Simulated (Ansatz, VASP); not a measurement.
One calculation of SrO, two programs

```xyz
2
Lattice="3.0510 0.0000 0.0000 0.0000 3.0510 0.0000 0.0000 0.0000 3.1029" Properties=species:S:1:pos:R:3 pbc="T T T"
Sr    0.0000    0.0000    0.0000
O     1.5255    1.5255    1.5514
```

Change from the starting cell: biaxial_xy strain -1.7%.

Alike in both runs: task single point; functional HSE06; k mesh 6 × 6 × 6; no spin polarisation.

|  | VASP | Ansatz |
| --- | --- | --- |
| version | VASP 6.6.1 | Ansatz 0.2.0 |
| potentials or method | VASP PAW PBE potentials, release 64 (Sr_sv, O) | plane waves, PAW |
| plane-wave cutoff (eV) | 520 | 420 |
| occupations | gaussian, width 0.01 eV | fixed |
| valence electrons in the cell | 16 | 16 |

VASP gave:

* gap on the k mesh at the Fermi level (eV): 4.22
* pressure (GPa): 4.2
* traceless stress, the component that is largest in VASP (GPa): -3.73

Task: Which values does Ansatz return?

Result: gap on the k mesh at the Fermi level (eV): 4.28; pressure (GPa): 3.3; traceless stress, the component that is largest in VASP (GPa): -3.70.

Ansatz's warnings: stress exchange threshold loose, stress scf threshold loose.
